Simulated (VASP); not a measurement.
# TbC4 (Pm-3m) in VASP: a series of runs, part 2 of 2

VASP 6.6.1. The steps go on from the part before.

## Step 3: Single point, PBE

This run uses another cell than the first one, of 19.35 Å³/atom.

File INCAR:

```
SYSTEM = TbC4
PREC = Accurate ; ENCUT = 600
EDIFF = 1E-6 ; ISMEAR = 0
SIGMA = 0.1 ; LREAL = .FALSE.
LASPH = .TRUE. ; NELM = 200
ALGO = Normal ; ISIF = 2
LWAVE = .FALSE. ; LCHARG = .TRUE.
GGA = PE ; LELF = .TRUE.
LVHAR = .TRUE. ; NBANDS = 20
GGA_COMPAT = .FALSE. ; LMAXMIX = 6
```

File KPOINTS:

```
Automatic mesh
0
G
  4 4 4
  0 0 0
```

File POSCAR:

```
TbC4
1.0
    4.5906243412      0.0000000000      0.0000000000
    0.0000000000      4.5906243412      0.0000000000
    0.0000000000      0.0000000000      4.5906243412
Tb C
1 4
Direct
    0.0000000000      0.0000000000      0.0000000000
    0.5000000000      0.0000000000      0.0000000000
    0.0000000000      0.5000000000      0.0000000000
    0.0000000000      0.0000000000      0.5000000000
    0.5000000000      0.5000000000      0.5000000000
```

Potentials or basis: VASP PAW PBE potentials, release 64 (Tb_3, C), 4f in core.

Run with:

```sh
cat potpaw_PBE.64/Tb_3/POTCAR potpaw_PBE.64/C/POTCAR > POTCAR
mpirun -np 1 vasp_std > vasp.out
```

OUTCAR:

```text
SYSTEM = TbC4
   PREC = Accurate
   ENCUT = 600
   EDIFF = 1E-6
   ISMEAR = 0
   LREAL = .FALSE.
   LASPH = .TRUE.
   NELM = 200
   ISIF = 2
   GGA = PE

 ion  position               nearest neighbor table
   1  0.000  0.000  0.000-   2 2.30   3 2.30   4 2.30   4 2.30   3 2.30   2 2.30
   2  0.500  0.000  0.000-   1 2.30   1 2.30
   3  0.000  0.500  0.000-   1 2.30   1 2.30
   4  0.000  0.000  0.500-   1 2.30   1 2.30
   5  0.500  0.500  0.500-

  LATTYP: Found a simple cubic cell.
 ALAT       =     4.5906243412

  Lattice vectors:

 A1 = (   4.5906243412,   0.0000000000,   0.0000000000)
 A2 = (   0.0000000000,   4.5906243412,   0.0000000000)
 A3 = (   0.0000000000,   0.0000000000,   4.5906243412)

Analysis of symmetry for initial positions (statically):
=====================================================================
 Subroutine PRICEL returns:
 Original cell was already a primitive cell.

 Routine SETGRP: Setting up the symmetry group for a
 simple cubic supercell.

 Subroutine GETGRP returns: Found 48 space group operations
 (whereof 48 operations were pure point group operations)
 out of a pool of 48 trial point group operations.

The static configuration has the point symmetry O_h .

Analysis of symmetry for dynamics (positions and initial velocities):
=====================================================================
 Subroutine PRICEL returns:
 Original cell was already a primitive cell.

 Routine SETGRP: Setting up the symmetry group for a
 simple cubic supercell.

 Subroutine GETGRP returns: Found 48 space group operations
 (whereof 48 operations were pure point group operations)
 out of a pool of 48 trial point group operations.

The dynamic configuration has the point symmetry O_h .

 Subroutine INISYM returns: Found 48 space group operations
 (whereof 48 operations are pure point group operations),
 and found     1 'primitive' translations

[... 106 lines left out ...]
  volume/ion in A,a.u.               =      19.35       130.57
  Fermi-wavevector in a.u.,A,eV,Ry     =   1.042757  1.970525 14.794186  1.087342
  Thomas-Fermi vector in A             =   2.177436
   LORBIT       =      0    0 simple, 1 ext, 2 COOP (PROOUT), +10 PAW based schemes
   GGA     = PE    functional components
   LHFCALC =     F    Hartree Fock is set to
   AEXX    =    0.0000 exact exchange contribution
   IVDW    =     0    specifies the selected vdW correction
   LEPSILON=     F    determine dielectric tensor
   LRPA    =     F    only Hartree local field effects (RPA)
 non-spin polarized calculation
 Gauss-broadening in eV      SIGMA  =   0.10
  energy-cutoff  :      600.00
  volume of cell :       96.74
 maximum number of plane-waves:      3239
 NGX is ok and might be reduce to    40
   NGX = 19   NGY = 19   NGZ = 19

 number of electron      24.9999999 magnetization

 Free energy of the ion-electron system (eV)
  ---------------------------------------------------
  ext. energy  EPLUGINS =         0.00000000
  ---------------------------------------------------
  free energy    TOTEN  =       -20.51770353 eV

  energy without entropy =      -20.48689230  energy(sigma->0) =      -20.50229791

 E-fermi :   0.0467     XC(G=0):  -8.9108

 val. band max:        0.0429719847   @ k =   0.2500   0.2500   0.0000
 cond. band min:       0.1287983467   @ k =   0.5000   0.5000   0.0000
 fundamental gap:      0.0858263620
 Fermi energy:         0.0466615353

 k-point     1 :       0.0000    0.0000    0.0000
  band No.  band energies     occupation
      1     -19.8806      2.00000
      2     -19.8806      2.00000
      3     -19.8806      2.00000
      4      -9.9813      2.00000
      5      -8.4260      2.00000
      6      -8.4260      2.00000
[... 219 lines left out ...]
     19       1.9376      0.00000
     20       8.9678      0.00000

------------------------ aborting loop because EDIFF is reached ----------------------------------------

  FORCE on cell =-STRESS in cart. coord.  units (eV):
  Direction    XX          YY          ZZ          XY          YZ          ZX
  --------------------------------------------------------------------------------------
  -------------------------------------------------------------------------------------
  Total        0.1769073      0.1769073      0.1769073     -0.0000000      0.0000000     -0.0000000
  in kB        2.9298212      2.9298212      2.9298212     -0.0000000      0.0000000     -0.0000000
  external PRESSURE =       2.9298212 kB  Pullay stress =       0.0000000 kB

 VOLUME and BASIS-vectors are now :
 -----------------------------------------------------------------------------
  energy-cutoff  :      600.00
  volume of cell :       96.74
      direct lattice vectors                 reciprocal lattice vectors
     4.590624341  0.000000000  0.000000000     0.217835293  0.000000000  0.000000000
     0.000000000  4.590624341  0.000000000     0.000000000  0.217835293  0.000000000
     0.000000000  0.000000000  4.590624341     0.000000000  0.000000000  0.217835293

 POSITION                                       TOTAL-FORCE (eV/Angst)
 -----------------------------------------------------------------------------------
      0.00000      0.00000      0.00000         0.000000      0.000000      0.000000
      2.29531      0.00000      0.00000         0.000000      0.000000      0.000000
      0.00000      2.29531      0.00000         0.000000      0.000000      0.000000
      0.00000      0.00000      2.29531         0.000000      0.000000      0.000000
      2.29531      2.29531      2.29531         0.000000      0.000000      0.000000
 -----------------------------------------------------------------------------------
    total drift:                                0.000000      0.000000     -0.000000

  FREE ENERGIE OF THE ION-ELECTRON SYSTEM (eV)
  ---------------------------------------------------
  free  energy   TOTEN  =       -20.5177035260 eV

  energy  without entropy=      -20.4868923037  energy(sigma->0) =      -20.50229791
```

Run time: 18 s. Hardware: 1 thread of Intel Xeon 6975P-C (Granite Rapids), shared host; peak memory 0.24 GiB.

Results:

| Property | Result |
| --- | --- |
| Free energy | -20.5177 eV |
| Pressure | 0.3 GPa |
| Band gap on the k mesh | zero (an odd number of electrons rules out a gap without spin polarisation) |

Caveat: spin-orbit coupling is left out, which moves the levels of the heavy elements; the 4f electrons are frozen in the core, so they carry no moment and show no levels. Spin polarisation is off, so any magnetic state and its effect on volume and gap are missing.

## Step 4: Relaxation of cell and atoms, PBE

File INCAR:

```
ALGO     = Normal         # electronic algorithm
EDIFF    = 1E-7           # SCF threshold, eV
EDIFFG   = -0.04          # ionic threshold
ENCUT    = 600            # plane-wave cutoff, eV
GGA      = PE             # functional
GGA_COMPAT= F            
IBRION   = 2              # ionic algorithm
ISIF     = 3              # what is computed and relaxed
ISMEAR   = 0              # smearing method
LASPH    = T              # aspherical terms in the spheres
LCHARG   = F              # write CHGCAR
LMAXMIX  = 6              # l up to which the mixer works
LREAL    = F              # projectors in reciprocal space
LWAVE    = F              # write WAVECAR
NELM     = 200            # most SCF steps
NELMIN   = 4            
NSW      = 90             # ionic steps
PREC     = Accurate       # precision mode
SIGMA    = 0.1            # smearing width, eV
```

File KPOINTS:

```
k-points
0
Gamma
  4 4 4
```

POSCAR: that of step 3 with these lines changed.

```diff
@@ -2,5 +2,5 @@
 1.0
-    4.5906243412      0.0000000000      0.0000000000
-    0.0000000000      4.5906243412      0.0000000000
-    0.0000000000      0.0000000000      4.5906243412
+    4.4705314100      0.0000000000      0.0000000000
+    0.0000000000      4.4705314100      0.0000000000
+    0.0000000000      0.0000000000      4.4705314100
 Tb C
```

Potentials or basis: VASP PAW PBE potentials, release 64 (Tb_3, C), 4f in core.

Run with:

```sh
cat potpaw_PBE.64/Tb_3/POTCAR potpaw_PBE.64/C/POTCAR > POTCAR
mpirun -np 1 vasp_std > vasp.out
```

OUTCAR:

```text
EDIFF = 1E-7
   EDIFFG = -0.04
   ENCUT = 600
   GGA = PE
   IBRION = 2
   ISIF = 3
   ISMEAR = 0
   LASPH = T
   LREAL = F
   NELM = 200
   NELMIN = 4
   NSW = 90
   PREC = Accurate

 ion  position               nearest neighbor table
   1  0.000  0.000  0.000-   2 2.24   3 2.24   4 2.24   4 2.24   3 2.24   2 2.24
   2  0.500  0.000  0.000-   1 2.24   1 2.24
   3  0.000  0.500  0.000-   1 2.24   1 2.24
   4  0.000  0.000  0.500-   1 2.24   1 2.24
   5  0.500  0.500  0.500-

  LATTYP: Found a simple cubic cell.
 ALAT       =     4.4705314100

  Lattice vectors:

 A1 = (   4.4705314100,   0.0000000000,   0.0000000000)
 A2 = (   0.0000000000,   4.4705314100,   0.0000000000)
 A3 = (   0.0000000000,   0.0000000000,   4.4705314100)

Analysis of symmetry for initial positions (statically):
[... 173 lines left out ...]
  -------------------------------------------------------------------------------------
  Total        2.2580931      2.2580931      2.2580931     -0.0000000      0.0000000     -0.0000000
  in kB       40.4925362     40.4925362     40.4925362     -0.0000000      0.0000000     -0.0000000
  external PRESSURE =      40.4925362 kB  Pullay stress =       0.0000000 kB
[... 65 lines left out ...]
--------------------------------------- Ionic step        3  -------------------------------------------

 number of electron      25.0000002 magnetization

 Free energy of the ion-electron system (eV)
  ---------------------------------------------------
  ext. energy  EPLUGINS =         0.00000000
  ---------------------------------------------------
  free energy    TOTEN  =       -20.51574749 eV

  energy without entropy =      -20.48622686  energy(sigma->0) =      -20.50098717

 E-fermi :   0.0142     XC(G=0):  -8.8842

 val. band max:        0.0077893961   @ k =   0.2500   0.2500   0.0000
 cond. band min:       0.0997594461   @ k =   0.5000   0.5000   0.0000
 fundamental gap:      0.0919700500
 Fermi energy:         0.0141542272

 k-point     1 :       0.0000    0.0000    0.0000
  band No.  band energies     occupation
      1     -19.9209      2.00000
      2     -19.9209      2.00000
      3     -19.9209      2.00000
      4      -9.9922      2.00000
      5      -8.4485      2.00000
      6      -8.4485      2.00000
[... 211 lines left out ...]
  FREE ENERGIE OF THE ION-ELECTRON SYSTEM (eV)
  ---------------------------------------------------
  free  energy   TOTEN  =       -20.5157474857 eV

  energy  without entropy=      -20.4862268585  energy(sigma->0) =      -20.50098717

 reached required accuracy - stopping structural energy minimisation
```

OSZICAR:

```text
N       E                     dE             d eps       ncg     rms          rms(c)
DAV:   1     0.117040596126E+03    0.11704E+03   -0.12105E+04   320   0.148E+03
DAV:   2    -0.138681333556E+02   -0.13091E+03   -0.12959E+03   424   0.318E+02
DAV:   3    -0.235753316084E+02   -0.97072E+01   -0.92016E+01   432   0.613E+01
[... 42 lines left out ...]
DAV:   6    -0.205157525498E+02    0.41306E-04   -0.46781E-04   504   0.755E-02    0.323E-02
DAV:   7    -0.205157475753E+02    0.49745E-05   -0.42478E-05   424   0.292E-02    0.145E-02
DAV:   8    -0.205157471898E+02    0.38547E-06   -0.55437E-06   464   0.116E-02    0.640E-03
DAV:   9    -0.205157474023E+02   -0.21250E-06   -0.55877E-07   360   0.354E-03    0.176E-03
DAV:  10    -0.205157474857E+02   -0.83464E-07   -0.10191E-07   304   0.179E-03
   3 F= -.20515747E+02 E0= -.20500987E+02  d E =-.103677E+00
```

Wall time 29 s (1 thread of Intel Xeon 6975P-C (Granite Rapids), shared host); peak memory 0.21 GiB.

Results:

| Property | Result |
| --- | --- |
| Free energy | -20.5157 eV |
| Relaxed volume | 19.47 Å³/atom |
| Relaxed cell | a = 4.600 Å, b = 4.600 Å, c = 4.600 Å, α = 90.00°, β = 90.00°, γ = 90.00° |
| Space group after relaxing (to 0.1 Å) | Pm-3m (No. 221) |
| Energy gained by relaxing | 20.7 meV/atom |
| Ionic steps | 3 |
| Pressure after relaxing | 0.0 GPa |
| Band gap on the k mesh | zero (an odd number of electrons rules out a gap without spin polarisation) |

The path:
| step | energy change (eV) | largest force (eV/Å) | pressure (GPa) | volume (Å³) |
| --- | --- | --- | --- | --- |
| 1 | 0.0000 | 0.0000 | 4.05 | 89.35 |
| 2 | -0.0969 | 0.0000 | 1.07 | 95.31 |
| 3 | -0.1037 | 0.0000 | -0.01 | 97.36 |

Final structure:
```cif
data_structure
_symmetry_space_group_name_H-M 'P 1'
_symmetry_Int_Tables_number 1
_cell_length_a 4.6004
_cell_length_b 4.6004
_cell_length_c 4.6004
_cell_angle_alpha 90.000
_cell_angle_beta 90.000
_cell_angle_gamma 90.000
_cell_volume 97.36
loop_
_atom_site_label
_atom_site_type_symbol
_atom_site_fract_x
_atom_site_fract_y
_atom_site_fract_z
_atom_site_occupancy
Tb1 Tb 0.00000 0.00000 0.00000 1
C1 C 0.50000 0.00000 0.00000 1
C2 C 0.00000 0.50000 0.00000 1
C3 C 0.00000 0.00000 0.50000 1
C4 C 0.50000 0.50000 0.50000 1
```

Caveat: spin-orbit coupling is left out, which moves the levels of the heavy elements; the 4f electrons are frozen in the core, so they carry no moment and show no levels. Spin polarisation is off, so any magnetic state and its effect on volume and gap are missing.

## Step 5: Summary

```csv
task,cell,gap on the mesh (eV),pressure (GPa)
single point,"a = 4.471 Å, 5 atoms",none,4.0
single point,"a = 4.591 Å, 5 atoms",none,0.3
relaxation of cell and atoms,"relaxed from a = 4.471 Å, 5 atoms",none,0.0
```

Alike in all rows: level PBE; potentials or basis VASP PAW PBE potentials, release 64 (Tb_3, C), 4f in core; no spin polarisation; k mesh 4 × 4 × 4; cutoff (eV) 600; smearing gaussian 0.1 eV.

Caveats: spin-orbit coupling is left out, which moves the levels of the heavy elements; the 4f electrons are frozen in the core, so they carry no moment and show no levels; the cell stands under pressure (at least some runs).

Total energies depend on the potentials used, so only differences within one code and one set of settings carry meaning.
